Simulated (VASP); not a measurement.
Write the native input for VASP 6.6.1 that does the following.

- Task: relaxation of cell and atoms
- Functional: PBE
- Potentials or basis: VASP PAW PBE potentials, release 64 (Sc_sv, Al, N)
- Cutoff: 600 eV
- k mesh: 12 × 12 × 12
- Occupations: gaussian, width 0.1 eV
- Spin: no spin polarisation
- Dipole correction: no
- Further INCAR settings: ALGO = Normal; EDIFF = 1e-07; IBRION = 2; EDIFFG = -0.01; NSW = 100; ISIF = 3

The structure of ScAlN2 lies in POSCAR:

```
ScAlN2
1.0
    2.7453552131     -3.0256839627      0.0000000000
    2.7453552131      3.0256839627      0.0000000000
    0.0000000000      0.0000000000      4.2775995950
Sc Al N
1 1 2
Direct
    0.5000000000      0.5000000000      0.5000000000
    0.0000000000      0.0000000000      0.5000000000
    0.3877740581      0.3877740581      0.0000000000
    0.6122259419      0.6122259419      0.0000000000
```

The cell was generated, and may not be a known phase.

One way to write it, as run:

INCAR

```
SYSTEM = ScAlN2
  PREC = Accurate
  ENCUT = 600
  EDIFF = 1E-7
  ISMEAR = 0
  SIGMA = 0.1
  LREAL = .FALSE.
  LASPH = .TRUE.
  NELM = 60
  ALGO = Normal
  ISIF = 3
  LWAVE = .FALSE.
  LCHARG = .FALSE.
  GGA = PE
  IBRION = 2
  NSW = 100
  EDIFFG = -0.01
```

KPOINTS

```
Automatic mesh
0
G
  12 12 12
  0 0 0
```

Potentials or basis: VASP PAW PBE potentials, release 64 (Sc_sv, Al, N).

Run with:

```sh
$ cat potpaw_PBE.64/Sc_sv/POTCAR potpaw_PBE.64/Al/POTCAR potpaw_PBE.64/N/POTCAR > POTCAR
$ mpirun -np 1 vasp_std > vasp.out
```

Results of the run:

The relaxed volume is 17.74 Å³/atom, the relaxed cell is a = 4.082 Å, b = 4.082 Å, c = 4.282 Å, α = 90.00°, β = 90.00°, γ = 95.74° and the space group after relaxing (to 0.1 Å) is Cmmm (No. 65). The energy gained by relaxing is 0.4 meV/atom and the ionic steps are 6. The pressure after relaxing is 0.0 GPa and the band gap on the k mesh is zero (bands 12 and 13 overlap by 0.88 eV).

Caveat: the standard files for N, O and F lose accuracy on very short bonds.

Wall time 36 min on 1 thread of Intel Xeon 8259CL (shared host), peak memory 0.59 GiB.
